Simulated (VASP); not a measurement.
# CaS (Fm-3m) in VASP: a series of runs

Aim: see how the results for CaS move with the level of theory and the settings. Levels: PBE+D3(BJ), BLYP+D3(BJ). Tasks: single point.

Everything below comes from runs of VASP 6.6.1. Logs are shortened: lines on timing, memory, paths and dates and some standing lists are left out, and cuts for length are marked.

### Step 1. The cell of the first run

The structure is cubic, space group Fm-3m (No. 225). The conventional cell has a = 5.558 Å, b = 5.558 Å, c = 5.558 Å, α = 90.00°, β = 90.00°, γ = 90.00°. Ca (site symmetry m-3m) has 6 S at 2.78 Å within 3.7 Å. Within 3.7 Å of S (site symmetry m-3m) lie 6 Ca at 2.78 Å.

### Step 2. Single point, PBE+D3(BJ) (volume scaled by 0.96)

INCAR reads:

```
PREC     = Accurate       # precision mode
ENCUT    = 500            # plane-wave cutoff, eV
EDIFF    = 1E-6           # SCF threshold, eV
ISMEAR   = 0              # smearing method
SIGMA    = 0.05           # smearing width, eV
LREAL    = F              # projectors in reciprocal space
LASPH    = T              # aspherical terms in the spheres
NELM     = 120            # most SCF steps
ALGO     = Normal         # electronic algorithm
ISIF     = 2              # what is computed and relaxed
LWAVE    = F              # write WAVECAR
LCHARG   = T              # write CHGCAR
GGA      = PE             # functional
IVDW     = 12             # dispersion correction
LELF     = T              # ELF
LVHAR    = T            
NBANDS   = 15             # bands
GGA_COMPAT= F
```

KPOINTS reads:

```
regular mesh
0
Gamma
  8 8 8
```

POSCAR reads:

```
CaS
1.0
    0.0000000000      2.7789761999      2.7789761999
    2.7789761999      0.0000000000      2.7789761999
    2.7789761999      2.7789761999      0.0000000000
Ca S
1 1
Direct
    0.5000000000      0.5000000000      0.5000000000
    0.0000000000      0.0000000000      0.0000000000
```

Potentials or basis: VASP PAW PBE potentials, release 64 (Ca_sv, S).

Started as:

```
$ cat potpaw_PBE.64/Ca_sv/POTCAR potpaw_PBE.64/S/POTCAR > POTCAR
$ mpirun -np 1 vasp_std > vasp.out
```

OUTCAR:

```text
PREC = Accurate
   ENCUT = 500
   EDIFF = 1E-6
   ISMEAR = 0
   LREAL = F
   LASPH = T
   NELM = 120
   ISIF = 2
   GGA = PE
   IVDW = 12
 IVDW          = 12

 ion  position               nearest neighbor table
   1  0.500  0.500  0.500-   2 2.78   2 2.78   2 2.78   2 2.78   2 2.78   2 2.78
   2  0.000  0.000  0.000-   1 2.78   1 2.78   1 2.78   1 2.78   1 2.78   1 2.78

  LATTYP: Found a face centered cubic cell.
 ALAT       =     5.5579523998

  Lattice vectors:

 A1 = (   0.0000000000,   2.7789761999,   2.7789761999)
 A2 = (   2.7789761999,   0.0000000000,   2.7789761999)
 A3 = (   2.7789761999,   2.7789761999,   0.0000000000)

Analysis of symmetry for initial positions (statically):
=====================================================================
 Subroutine PRICEL returns:
 Original cell was already a primitive cell.

 Routine SETGRP: Setting up the symmetry group for a
 face centered cubic supercell.

 Subroutine GETGRP returns: Found 48 space group operations
 (whereof 48 operations were pure point group operations)
 out of a pool of 48 trial point group operations.

The static configuration has the point symmetry O_h .

Analysis of symmetry for dynamics (positions and initial velocities):
=====================================================================
 Subroutine PRICEL returns:
 Original cell was already a primitive cell.

 Routine SETGRP: Setting up the symmetry group for a
 face centered cubic supercell.

 Subroutine GETGRP returns: Found 48 space group operations
 (whereof 48 operations were pure point group operations)
 out of a pool of 48 trial point group operations.

The dynamic configuration has the point symmetry O_h .

 Subroutine INISYM returns: Found 48 space group operations
 (whereof 48 operations are pure point group operations),
 and found     1 'primitive' translations

----------------------------------------------------------------------------------------

                                     Primitive cell

  volume of cell :      42.9224

  direct lattice vectors                    reciprocal lattice vectors
     0.000000000  2.778976200  2.778976200    -0.179922376  0.179922376  0.179922376
     2.778976200  0.000000000  2.778976200     0.179922376 -0.179922376  0.179922376
     2.778976200  2.778976200  0.000000000     0.179922376  0.179922376 -0.179922376

  length of vectors
     3.930065831  3.930065831  3.930065831     0.311634696  0.311634696  0.311634696

  position of ions in fractional coordinates (direct lattice)
     0.500000000  0.500000000  0.500000000
     0.000000000  0.000000000  0.000000000

  ion indices of the primitive-cell ions
   primitive index   ion index
                 1           1
                 2           2

----------------------------------------------------------------------------------------

 KPOINTS: regular mesh

Automatic generation of k-mesh.
 Grid dimensions read from file:
 generate k-points for:    8    8    8

 Generating k-lattice:

  Cartesian coordinates                     Fractional coordinates (reciprocal lattice)
    -0.022490297  0.022490297  0.022490297     0.125000000  0.000000000  0.000000000
     0.022490297 -0.022490297  0.022490297     0.000000000  0.125000000  0.000000000
     0.022490297  0.022490297 -0.022490297     0.000000000  0.000000000  0.125000000

  Length of vectors
     0.038954337  0.038954337  0.038954337

  Shift w.r.t. Gamma in fractional coordinates (k-lattice)
     0.000000000  0.000000000  0.000000000

 Subroutine IBZKPT returns following result:
 ===========================================

 Found     29 irreducible k-points:

 Following reciprocal coordinates:
            Coordinates               Weight
  0.000000  0.000000  0.000000      1.000000
  0.125000  0.000000  0.000000      8.000000
  0.250000  0.000000  0.000000      8.000000
  0.375000  0.000000  0.000000      8.000000
  0.500000  0.000000  0.000000      4.000000
  0.125000  0.125000  0.000000      6.000000
[... 16 lines left out ...]
  0.500000  0.250000  0.125000     48.000000
 -0.375000  0.250000  0.125000     24.000000
 [... further k-points ...]
   k-points           NKPTS =     29   k-points in BZ     NKDIM =     29   number of bands    NBANDS=     15
   number of dos      NEDOS =    301   number of ions     NIONS =      2
   total plane-waves  NPLWV =  27000
   dimension x,y,z NGX =    30 NGY =   30 NGZ =   30
   dimension x,y,z NGXF=    60 NGYF=   60 NGZF=   60
   ions per type =               1   1
   NGX,Y,Z   is equivalent  to a cutoff of  12.69, 12.69, 12.69 a.u.
   NGXF,Y,Z  is equivalent  to a cutoff of  25.38, 25.38, 25.38 a.u.
 SYSTEM =  unknown system
   PREC   = accura    normal or accurate (medium, high low for compatibility)
   ISTART =      0    job   : 0-new  1-cont  2-samecut
   ICHARG =      2    charge: 1-file 2-atom 10-const
   ISPIN  =      1    spin polarized calculation?
   LNONCOLLINEAR =      F non collinear calculations
   LSORBIT =      F    spin-orbit coupling
   LASPH  =      T    aspherical Exc in radial PAW
   ENCUT  =  500.0 eV  36.75 Ry    6.06 a.u.   7.17  7.17  7.17*2*pi/ulx,y,z
   NELM   =    120;   NELMIN=  2; NELMDL= -5     # of ELM steps
   EDIFF  = 0.1E-05   stopping-criterion for ELM
   LREAL  =      F    real-space projection
   EDIFFG = 0.1E-04   stopping-criterion for IOM
   NSW    =      0    number of steps for IOM
   IBRION =     -1    ionic relax: 0-MD 1-quasi-New 2-CG
   NFREE  =      0    steps in history (QN), initial steepest desc. (CG)
   ISIF   =      2    stress and relaxation
   ISYM   =      2    0-nonsym 1-usesym 2-fastsym
   POTIM  = 0.5000    time-step for ionic-motion
   TEBEG  =    0.0;   TEEND  =   0.0 temperature during run
   PSTRESS=    0.0 pullay stress
   NELECT =      16.0000    total number of electrons
   NUPDOWN=      -1.0000    fix difference up-down
   EMIN   =  10.00;   EMAX   =-10.00  energy-range for DOS
   EFERMI =   0.00;   METHOD = LEGACY
   ISMEAR =     0;   SIGMA  =   0.05  broadening in eV -4-tet -1-fermi 0-gaus
   EFERMI_NEDOS =   21; number of points for ismear=-14 and -15
   IALGO  =     38    algorithm
   IMIX   =      4    mixing-type and parameters
     AMIX     =   0.40;   BMIX     =  1.00
     AMIX_MAG =   1.60;   BMIX_MAG =  1.00
  volume/ion in A,a.u.               =      21.46       144.83
  Fermi-wavevector in a.u.,A,eV,Ry     =   1.178203  2.226480 18.887084  1.388162
  Thomas-Fermi vector in A             =   2.314536
   LORBIT       =      0    0 simple, 1 ext, 2 COOP (PROOUT), +10 PAW based schemes
   GGA     = PE    functional components
   LHFCALC =     F    Hartree Fock is set to
   AEXX    =    0.0000 exact exchange contribution
   IVDW    =    12    specifies the selected vdW correction
   LEPSILON=     F    determine dielectric tensor
   LRPA    =     F    only Hartree local field effects (RPA)
 non-spin polarized calculation
 Gauss-broadening in eV      SIGMA  =   0.05
  energy-cutoff  :      500.00
  volume of cell :       42.92
 maximum number of plane-waves:      1106
 NGX is ok and might be reduce to    30
   NGX = 15   NGY = 15   NGZ = 15

 number of electron      15.9999998 magnetization

 Free energy of the ion-electron system (eV)
  ---------------------------------------------------
  ext. energy  EPLUGINS =         0.00000000
  ---------------------------------------------------
  free energy    TOTEN  =       -10.30058938 eV

  energy without entropy =      -10.30058938  energy(sigma->0) =      -10.30058938

 E-fermi :   3.6126     XC(G=0):  -9.6351

 val. band max:        3.2697520012   @ k =   0.0000   0.0000   0.0000
 cond. band min:       5.4425683134   @ k =   0.5000   0.5000   0.0000
 fundamental gap:      2.1728163122
 Fermi energy:         3.6126275289

 k-point     1 :       0.0000    0.0000    0.0000
  band No.  band energies     occupation
      1     -35.6830      2.00000
      2     -16.6719      2.00000
      3     -16.6719      2.00000
      4     -16.6719      2.00000
      5      -8.3094      2.00000
      6       3.2698      2.00000
      7       3.2698      2.00000
      8       3.2698      2.00000
      9       7.4079      0.00000
     10       7.4079      0.00000
     11       7.4079      0.00000
     12       7.8923      0.00000
     13       8.0675      0.00000
     14       8.0675      0.00000
     15      14.2987      0.00000

 k-point     2 :       0.1250    0.0000    0.0000
  band No.  band energies     occupation
      1     -35.6805      2.00000
      2     -16.7075      2.00000
      3     -16.6744      2.00000
      4     -16.6744      2.00000
      5      -8.1799      2.00000
      6       2.5632      2.00000
      7       3.0071      2.00000
      8       3.0071      2.00000
      9       7.4566      0.00000
     10       7.6603      0.00000
     11       7.6603      0.00000
     12       8.5313      0.00000
     13       8.5313      0.00000
     14       8.6485      0.00000
     15      14.5487      0.00000

 k-point     3 :       0.2500    0.0000    0.0000
  band No.  band energies     occupation
      1     -35.6746      2.00000
      2     -16.7914      2.00000
      3     -16.6805      2.00000
      4     -16.6805      2.00000
      5      -7.8504      2.00000
      6       1.3049      2.00000
      7       2.5013      2.00000
      8       2.5013      2.00000
      9       7.6097      0.00000
     10       8.2998      0.00000
     11       8.2998      0.00000
     12       9.6729      0.00000
     13       9.6729      0.00000
     14      10.0160      0.00000
     15      14.0766      0.00000
[... 343 lines left out ...]
 k-point    23 :       0.5000    0.2500    0.1250
  band No.  band energies     occupation
      1     -35.6655      2.00000
      2     -16.8439      2.00000
      3     -16.7348      2.00000
      4     -16.7006      2.00000
      5      -7.4821      2.00000
      6       0.5620      2.00000
      7       1.8298      2.00000
      8       2.0639      2.00000
      9       7.6017      0.00000
     10       9.3551      0.00000
     11       9.6449      0.00000
     12       9.7873      0.00000
     13      10.5040      0.00000
     14      12.1179      0.00000
     15      12.5337      0.00000

 k-point    24 :      -0.3750    0.2500    0.1250
  band No.  band energies     occupation
      1     -35.6635      2.00000
      2     -16.8611      2.00000
      3     -16.7390      2.00000
      4     -16.7069      2.00000
      5      -7.3888      2.00000
      6       0.4200      2.00000
      7       1.6260      2.00000
      8       1.9641      2.00000
      9       8.3506      0.00000
     10       8.6946      0.00000
     11       9.9650      0.00000
     12      10.3641      0.00000
     13      10.6282      0.00000
     14      11.6098      0.00000
     15      13.1180      0.00000

 [... further k-points ...]

------------------------ aborting loop because EDIFF is reached ----------------------------------------

 Edisp (eV)   -0.72143

 E8    (eV) :    -0.3182

  FORCE on cell =-STRESS in cart. coord.  units (eV):
  Direction    XX          YY          ZZ          XY          YZ          ZX
  --------------------------------------------------------------------------------------
  -------------------------------------------------------------------------------------
  Total       0.79176     0.79176     0.79176    -0.00000     0.00000     0.00000
  in kB      29.55415    29.55415    29.55415    -0.00000     0.00000     0.00000
  external pressure =       29.55 kB  Pullay stress =        0.00 kB

 VOLUME and BASIS-vectors are now :
 -----------------------------------------------------------------------------
  energy-cutoff  :      500.00
  volume of cell :       42.92
      direct lattice vectors                 reciprocal lattice vectors
     0.000000000  2.778976200  2.778976200    -0.179922376  0.179922376  0.179922376
     2.778976200  0.000000000  2.778976200     0.179922376 -0.179922376  0.179922376
     2.778976200  2.778976200  0.000000000     0.179922376  0.179922376 -0.179922376

 POSITION                                       TOTAL-FORCE (eV/Angst)
 -----------------------------------------------------------------------------------
      2.77898      2.77898      2.77898         0.000000      0.000000      0.000000
      0.00000      0.00000      0.00000        -0.000000     -0.000000     -0.000000
 -----------------------------------------------------------------------------------
    total drift:                                0.000000      0.000000      0.000000

  FREE ENERGIE OF THE ION-ELECTRON SYSTEM (eV)
  ---------------------------------------------------
  free  energy   TOTEN  =       -11.0220185184 eV

  energy  without entropy=      -11.0220185184  energy(sigma->0) =      -11.02201852
```

Run time: 17 s. Hardware: 1 thread of Intel Xeon Platinum 8259CL at 2.50GHz (Skylake/Cascade Lake), shared host; peak memory 0.18 GiB.

What came out:

```yaml
Free_energy: -11.0220 eV
Pressure: 3.0 GPa
Band_gap_on_the_k_mesh: 2.17 eV, indirect (least direct gap 3.03 eV)
Dispersion_energy_per_atom: -0.361 eV
```

Caveat: the cell differs from its parent crystal (volume scaled by 0.96).

### Step 3. Single point, BLYP+D3(BJ)

This run uses another cell than the first one, of 22.61 Å³/atom, 1.053 times its volume.

INCAR reads:

```
SYSTEM = CaS
  AGGAC = 1.0
  AGGAX = 1.0
  ALDAC = 0.0
  ALDAX = 1.0
  ALGO = Normal
  EDIFF = 1E-6
  ENCUT = 500
  GGA = B5
  GGA_COMPAT = .FALSE.
  ISIF = 2
  ISMEAR = 0
  IVDW = 12
  LASPH = .TRUE.
  LCHARG = .FALSE.
  LREAL = .FALSE.
  LWAVE = .FALSE.
  NBANDS = 15
  NELM = 120
  PREC = Accurate
  SIGMA = 0.05
  VDW_A1 = 0.4298
  VDW_A2 = 4.2359
  VDW_S6 = 1.0
  VDW_S8 = 2.6996
```

KPOINTS reads:

```
k-points
0
G
  8 8 8
  0 0 0
```

POSCAR reads:

```
CaS
1.0
    0.0000000000      2.8276415659      2.8276415659
    2.8276415659      0.0000000000      2.8276415659
    2.8276415659      2.8276415659      0.0000000000
Ca S
1 1
Direct
    0.5000000000      0.5000000000      0.5000000000
    0.0000000000      0.0000000000      0.0000000000
```

Potentials or basis: VASP PAW PBE potentials, release 64 (Ca_sv, S).

Started as:

```
$ cat potpaw_PBE.64/Ca_sv/POTCAR potpaw_PBE.64/S/POTCAR > POTCAR
$ mpirun -np 1 vasp_std > vasp.out
```

Wall time 24 s (1 thread of Intel Xeon Platinum 8259CL at 2.50GHz (Skylake/Cascade Lake), shared host); peak memory 0.18 GiB.

The run converged. Its results:

```yaml
Free_energy: -11.0261 eV
Pressure: -1.3 GPa
Band_gap_on_the_k_mesh: 2.40 eV, indirect (least direct gap 3.20 eV)
Dispersion_energy_per_atom: -0.783 eV
```

Levels at points of the mesh, in eV from the valence-band top:
```
           k point  band 5  band 6  band 7  band 8  band 9  band 10  band 11  band 12
(0.00, 0.00, 0.00)  -11.36    0.00    0.00    0.00    4.12     4.12     4.12     4.49
(0.50, 0.00, 0.00)  -10.53   -3.08   -1.20   -1.20    5.53     6.04     6.11     6.11
(0.50, 0.50, 0.00)  -10.74   -2.23   -0.80   -0.80    2.40     5.50     6.19     6.68
```

Caveat: the PAW data sets were made with another functional, which shifts forces and pressure a little. BLYP gaps usually lie below the measured ones, often by a third to a half.
